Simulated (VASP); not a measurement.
# KCl (Fm-3m) in VASP: density of states with PBE

Aim: the density of states of KCl with PBE.

Program: VASP 6.6.1. These are calculated values, not measurements. Logs are shortened: lines on timing, memory, paths and dates and some standing lists are left out, and cuts for length are marked.

## 1. The cell of the first run

Symmetry: Fm-3m, No. 225, cubic system. Conventional cell: a = 6.296 Å, b = 6.296 Å, c = 6.296 Å, α = 90.00°, β = 90.00°, γ = 90.00°. Within 4.1 Å of K (site symmetry m-3m) lie 6 Cl at 3.15 Å. Cl (site symmetry m-3m) has 6 K at 3.15 Å within 4.1 Å.

## 2. Density of states, PBE

POSCAR reads:

```
KCl
1.0
    0.0000000000      3.1478800000      3.1478800000
    3.1478800000      0.0000000000      3.1478800000
    3.1478800000      3.1478800000      0.0000000000
K Cl
1 1
Direct
    0.0000000000      0.0000000000      0.0000000000
    0.5000000000      0.5000000000      0.5000000000
```

INCAR.step1 reads:

```
SYSTEM = KCl
  ALGO = Normal
  EDIFF = 1E-6
  ENCUT = 520
  GGA = PE
  ISIF = 2
  ISMEAR = -1
  LASPH = .True.
  LCHARG = .True.
  LREAL = .False.
  LWAVE = .False.
  NBANDS = 15
  NELM = 80
  PREC = Accurate
  SIGMA = 0.1
```

KPOINTS.step1 reads:

```
k-points
0
Gamma
  7 7 7
  0 0 0
```

INCAR.step2 reads:

```
SYSTEM = KCl
  ALGO = Normal
  EDIFF = 1E-6
  ENCUT = 520
  GGA = PE
  ICHARG = 11
  ISIF = 2
  ISMEAR = -5
  LASPH = .True.
  LCHARG = .False.
  LORBIT = 11
  LREAL = .False.
  LWAVE = .False.
  NBANDS = 15
  NEDOS = 1001
  NELM = 80
  PREC = Accurate
  SIGMA = 0.1
```

KPOINTS.step2 reads:

```
k-points
0
Gamma
  11 11 11
  0 0 0
```

Potentials or basis: VASP PAW PBE potentials, release 64 (K_sv, Cl).

Launch:

```sh
cat potpaw_PBE.64/K_sv/POTCAR potpaw_PBE.64/Cl/POTCAR > POTCAR
cp INCAR.step1 INCAR
cp KPOINTS.step1 KPOINTS
mpirun -np 1 vasp_std > vasp.out
cp INCAR.step2 INCAR
cp KPOINTS.step2 KPOINTS
mpirun -np 1 vasp_std > vasp.out
```

OUTCAR:

```text
SYSTEM = KCl
   EDIFF = 1E-6
   ENCUT = 520
   GGA = PE
   ICHARG = 11
   ISIF = 2
   ISMEAR = -5
   LASPH = .True.
   LORBIT = 11
   LREAL = .False.
   NELM = 80
   PREC = Accurate

 ion  position               nearest neighbor table
   1  0.000  0.000  0.000-   2 3.15   2 3.15   2 3.15   2 3.15   2 3.15   2 3.15
   2  0.500  0.500  0.500-   1 3.15   1 3.15   1 3.15   1 3.15   1 3.15   1 3.15

  LATTYP: Found a face centered cubic cell.
 ALAT       =     6.2957600000

  Lattice vectors:

 A1 = (   0.0000000000,   3.1478800000,   3.1478800000)
 A2 = (   3.1478800000,   0.0000000000,   3.1478800000)
 A3 = (   3.1478800000,   3.1478800000,   0.0000000000)

Analysis of symmetry for initial positions (statically):
=====================================================================
 Subroutine PRICEL returns:
 Original cell was already a primitive cell.

 Routine SETGRP: Setting up the symmetry group for a
 face centered cubic supercell.

 Subroutine GETGRP returns: Found 48 space group operations
 (whereof 48 operations were pure point group operations)
 out of a pool of 48 trial point group operations.

The static configuration has the point symmetry O_h .

Analysis of symmetry for dynamics (positions and initial velocities):
=====================================================================
 Subroutine PRICEL returns:
 Original cell was already a primitive cell.

 Routine SETGRP: Setting up the symmetry group for a
 face centered cubic supercell.

 Subroutine GETGRP returns: Found 48 space group operations
 (whereof 48 operations were pure point group operations)
 out of a pool of 48 trial point group operations.

The dynamic configuration has the point symmetry O_h .

 Subroutine INISYM returns: Found 48 space group operations
 (whereof 48 operations are pure point group operations),
 and found     1 'primitive' translations

----------------------------------------------------------------------------------------

                                     Primitive cell

  volume of cell :      62.3856

  direct lattice vectors                    reciprocal lattice vectors
     0.000000000  3.147880000  3.147880000    -0.158837059  0.158837059  0.158837059
     3.147880000  0.000000000  3.147880000     0.158837059 -0.158837059  0.158837059
     3.147880000  3.147880000  0.000000000     0.158837059  0.158837059 -0.158837059

  length of vectors
     4.451774589  4.451774589  4.451774589     0.275113856  0.275113856  0.275113856

  position of ions in fractional coordinates (direct lattice)
     0.000000000  0.000000000  0.000000000
     0.500000000  0.500000000  0.500000000

  ion indices of the primitive-cell ions
   primitive index   ion index
                 1           1
                 2           2

----------------------------------------------------------------------------------------

 KPOINTS: k-points

Automatic generation of k-mesh.
 Grid dimensions read from file:
 generate k-points for:   11   11   11

 Generating k-lattice:

  Cartesian coordinates                     Fractional coordinates (reciprocal lattice)
    -0.014439733  0.014439733  0.014439733     0.090909091  0.000000000  0.000000000
     0.014439733 -0.014439733  0.014439733     0.000000000  0.090909091  0.000000000
     0.014439733  0.014439733 -0.014439733     0.000000000  0.000000000  0.090909091

  Length of vectors
     0.025010351  0.025010351  0.025010351

  Shift w.r.t. Gamma in fractional coordinates (k-lattice)
     0.000000000  0.000000000  0.000000000

 TETIRR: Found    201 inequivalent tetrahedra from     7986

 Subroutine IBZKPT returns following result:
 ===========================================

 Found     56 irreducible k-points:

 Following reciprocal coordinates:
            Coordinates               Weight
  0.000000  0.000000  0.000000      1.000000
  0.090909  0.000000  0.000000      8.000000
  0.181818  0.000000  0.000000      8.000000
  0.272727  0.000000  0.000000      8.000000
  0.363636  0.000000  0.000000      8.000000
  0.454545  0.000000  0.000000      8.000000
[... 16 lines left out ...]
 -0.272727  0.181818  0.000000     24.000000
 -0.181818  0.181818  0.000000     12.000000
 [... further k-points ...]
   k-points           NKPTS =     56   k-points in BZ     NKDIM =     56   number of bands    NBANDS=     15
   number of dos      NEDOS =   1001   number of ions     NIONS =      2
   total plane-waves  NPLWV =  46656
   dimension x,y,z NGX =    36 NGY =   36 NGZ =   36
   dimension x,y,z NGXF=    72 NGYF=   72 NGZF=   72
   ions per type =               1   1
   NGX,Y,Z   is equivalent  to a cutoff of  13.44, 13.44, 13.44 a.u.
   NGXF,Y,Z  is equivalent  to a cutoff of  26.89, 26.89, 26.89 a.u.
 SYSTEM =  KCl
   PREC   = accura    normal or accurate (medium, high low for compatibility)
   ISTART =      0    job   : 0-new  1-cont  2-samecut
   ICHARG =     11    charge: 1-file 2-atom 10-const
   ISPIN  =      1    spin polarized calculation?
   LNONCOLLINEAR =      F non collinear calculations
   LSORBIT =      F    spin-orbit coupling
   LASPH  =      T    aspherical Exc in radial PAW
   ENCUT  =  520.0 eV  38.22 Ry    6.18 a.u.   8.28  8.28  8.28*2*pi/ulx,y,z
   NELM   =     80;   NELMIN=  2; NELMDL=  0     # of ELM steps
   EDIFF  = 0.1E-05   stopping-criterion for ELM
   LREAL  =      F    real-space projection
   EDIFFG = 0.1E-04   stopping-criterion for IOM
   NSW    =      0    number of steps for IOM
   IBRION =     -1    ionic relax: 0-MD 1-quasi-New 2-CG
   NFREE  =      0    steps in history (QN), initial steepest desc. (CG)
   ISIF   =      2    stress and relaxation
   ISYM   =      2    0-nonsym 1-usesym 2-fastsym
   POTIM  = 0.5000    time-step for ionic-motion
   TEBEG  =    0.0;   TEEND  =   0.0 temperature during run
   PSTRESS=    0.0 pullay stress
   NELECT =      16.0000    total number of electrons
   NUPDOWN=      -1.0000    fix difference up-down
   EMIN   =  10.00;   EMAX   =-10.00  energy-range for DOS
   EFERMI =   0.00;   METHOD = LEGACY
   ISMEAR =    -5;   SIGMA  =   0.10  broadening in eV -4-tet -1-fermi 0-gaus
   EFERMI_NEDOS =   21; number of points for ismear=-14 and -15
   IALGO  =     38    algorithm
   IMIX   =      4    mixing-type and parameters
     AMIX     =   0.40;   BMIX     =  1.00
     AMIX_MAG =   1.60;   BMIX_MAG =  1.00
  volume/ion in A,a.u.               =      31.19       210.50
  Fermi-wavevector in a.u.,A,eV,Ry     =   1.040128  1.965556 14.719675  1.081866
  Thomas-Fermi vector in A             =   2.174689
   LORBIT       =     11    0 simple, 1 ext, 2 COOP (PROOUT), +10 PAW based schemes
   GGA     = PE    functional components
   LHFCALC =     F    Hartree Fock is set to
   AEXX    =    0.0000 exact exchange contribution
   IVDW    =     0    specifies the selected vdW correction
   LEPSILON=     F    determine dielectric tensor
   LRPA    =     F    only Hartree local field effects (RPA)
 non-spin polarized calculation
 Fermi weights with tetrahedron method with Bloechl corrections
  energy-cutoff  :      520.00
  volume of cell :       62.39
 maximum number of plane-waves:      1700
 NGX is ok and might be reduce to    36

 number of electron      16.0000001 magnetization

 Free energy of the ion-electron system (eV)
  ---------------------------------------------------
  ext. energy  EPLUGINS =         0.00000000
  ---------------------------------------------------
  free energy    TOTEN  =        -6.80430477 eV

  energy without entropy =       -6.80430477  energy(sigma->0) =       -6.80430477

 E-fermi :  -1.8403     XC(G=0):  -7.5335

 val. band max:       -1.8473504456   @ k =   0.0000   0.0000   0.0000
 cond. band min:       3.3349366385   @ k =   0.0000   0.0000   0.0000
 fundamental gap:      5.1822870840
 Fermi energy:        -1.8402774708

 k-point     1 :       0.0000    0.0000    0.0000
  band No.  band energies     occupation
      1     -29.0487      2.00000
      2     -13.9635      2.00000
      3     -12.5094      2.00000
      4     -12.5094      2.00000
      5     -12.5094      2.00000
      6      -1.8474      2.00000
      7      -1.8474      2.00000
      8      -1.8474      2.00000
      9       3.3349      0.00000
     10       6.5326      0.00000
     11       6.5326      0.00000
     12       6.5326      0.00000
     13       7.4084      0.00000
     14       7.4084      0.00000
     15      11.1307      0.00000

 k-point     2 :       0.0909    0.0000    0.0000
  band No.  band energies     occupation
      1     -29.0478      2.00000
      2     -13.9803      2.00000
      3     -12.5102      2.00000
      4     -12.5102      2.00000
      5     -12.4885      2.00000
      6      -1.9524      2.00000
      7      -1.8748      2.00000
      8      -1.8748      2.00000
      9       3.5386      0.00000
     10       6.4624      0.00000
     11       6.6366      0.00000
     12       6.6366      0.00000
     13       7.5215      0.00000
     14       7.5215      0.00000
     15      11.4524      0.00000

 k-point     3 :       0.1818    0.0000    0.0000
  band No.  band energies     occupation
      1     -29.0456      2.00000
      2     -14.0232      2.00000
      3     -12.5122      2.00000
      4     -12.5122      2.00000
      5     -12.4341      2.00000
      6      -2.2090      2.00000
      7      -1.9467      2.00000
      8      -1.9467      2.00000
      9       4.0749      0.00000
     10       6.3454      0.00000
     11       6.9397      0.00000
     12       6.9397      0.00000
     13       7.8470      0.00000
     14       7.8470      0.00000
     15      12.1046      0.00000

 k-point     4 :       0.2727    0.0000    0.0000
  band No.  band energies     occupation
      1     -29.0426      2.00000
      2     -14.0754      2.00000
      3     -12.5148      2.00000
      4     -12.5148      2.00000
      5     -12.3667      2.00000
      6      -2.5045      2.00000
      7      -2.0376      2.00000
      8      -2.0376      2.00000
      9       4.7668      0.00000
     10       6.3310      0.00000
     11       7.4167      0.00000
     12       7.4167      0.00000
     13       8.3397      0.00000
     14       8.3397      0.00000
     15      11.5427      0.00000
[... 307 lines left out ...]
 k-point    22 :      -0.3636    0.1818    0.0000
  band No.  band energies     occupation
      1     -29.0375      2.00000
      2     -14.0870      2.00000
      3     -12.5605      2.00000
      4     -12.5227      2.00000
      5     -12.3319      2.00000
      6      -2.7321      2.00000
      7      -2.2068      2.00000
      8      -2.1697      2.00000
      9       5.8845      0.00000
     10       6.5332      0.00000
     11       8.1594      0.00000
     12       8.3309      0.00000
     13       8.7658      0.00000
     14       9.9406      0.00000
     15      10.0837      0.00000

 k-point    23 :      -0.2727    0.1818    0.0000
  band No.  band energies     occupation
      1     -29.0392      2.00000
      2     -14.0805      2.00000
      3     -12.5570      2.00000
      4     -12.5156      2.00000
      5     -12.3399      2.00000
      6      -2.6578      2.00000
      7      -2.1406      2.00000
      8      -2.1269      2.00000
      9       5.5427      0.00000
     10       6.2484      0.00000
     11       7.7704      0.00000
     12       8.1810      0.00000
     13       8.5034      0.00000
     14       9.3978      0.00000
     15      10.2873      0.00000

 k-point    24 :      -0.1818    0.1818    0.0000
  band No.  band energies     occupation
      1     -29.0417      2.00000
      2     -14.0644      2.00000
      3     -12.5441      2.00000
      4     -12.5107      2.00000
      5     -12.3660      2.00000
      6      -2.5224      2.00000
      7      -2.0811      2.00000
      8      -2.0335      2.00000
      9       4.9633      0.00000
     10       6.1317      0.00000
     11       7.3152      0.00000
     12       7.9750      0.00000
     13       8.0916      0.00000
     14       8.7786      0.00000
     15      10.9892      0.00000

 [... further k-points ...]
[... 5 lines left out ...]
  --------------------------------------------------------------------------------------
  -------------------------------------------------------------------------------------
  Total        0.2917389      0.2917389      0.2917389     -0.0000000      0.0000000      0.0000000
  in kB        7.4923901      7.4923901      7.4923901     -0.0000000      0.0000000      0.0000000
  external PRESSURE =       7.4923901 kB  Pullay stress =       0.0000000 kB

 VOLUME and BASIS-vectors are now :
 -----------------------------------------------------------------------------
  energy-cutoff  :      520.00
  volume of cell :       62.39
      direct lattice vectors                 reciprocal lattice vectors
     0.000000000  3.147880000  3.147880000    -0.158837059  0.158837059  0.158837059
     3.147880000  0.000000000  3.147880000     0.158837059 -0.158837059  0.158837059
     3.147880000  3.147880000  0.000000000     0.158837059  0.158837059 -0.158837059

 POSITION                                       TOTAL-FORCE (eV/Angst)
 -----------------------------------------------------------------------------------
      0.00000      0.00000      0.00000         0.000000      0.000000     -0.000000
      3.14788      3.14788      3.14788        -0.000000     -0.000000      0.000000
 -----------------------------------------------------------------------------------
    total drift:                                0.000000      0.000000      0.000000

  FREE ENERGIE OF THE ION-ELECTRON SYSTEM (eV)
  ---------------------------------------------------
  free  energy   TOTEN  =        -6.8043047733 eV

  energy  without entropy=       -6.8043047733  energy(sigma->0) =       -6.80430477

 total charge

# of ion       s       p       d       tot
------------------------------------------
    1        1.957   5.584   0.025   7.566
    2        1.588   3.572   0.000   5.160
--------------------------------------------------
tot          3.545   9.155   0.025  12.726
```

It took 21 s on 1 thread of Intel Xeon 6975P-C (Granite Rapids), shared host; peak memory 0.21 GiB.

Results:

- Valence electrons inside the program's atomic spheres: K 7.57; Cl 5.16
